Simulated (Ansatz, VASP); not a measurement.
# HfN in VASP and in Ansatz

```
CELL_PARAMETERS angstrom
3.08543 0.00000 0.00000
-1.54272 2.67206 0.00000
0.00000 0.00000 2.89086
ATOMIC_POSITIONS crystal
Hf 0.00000 0.00000 0.00000
N 0.66667 0.33333 0.50000
```

Alike in both runs: task single point; functional PBE; k mesh 12 × 12 × 12; occupations gaussian, width 0.05 eV; no spin polarisation.

|  | VASP | Ansatz |
| --- | --- | --- |
| version | VASP 6.6.1 | Ansatz 0.2.0 |
| potentials or method | VASP PAW PBE potentials, release 64 (Hf_pv, N), cutoff 520 eV | scalar-relativistic, plane waves, PAW |
| valence electrons in the cell | 15 | 31 |

```csv
,VASP,Ansatz,Ansatz less VASP
pressure (GPa),2.0,4.0,+1.99
"traceless stress, the component that is largest in VASP (GPa)",0.67,0.98,+0.310
```

With one functional, cell and mesh, what is left measures potentials, basis and numerics. VASP's potentials hold 15 valence electrons a cell and Ansatz's 31, so a difference there can come from the potentials and not from the codes.

Neither program's run includes spin-orbit coupling.
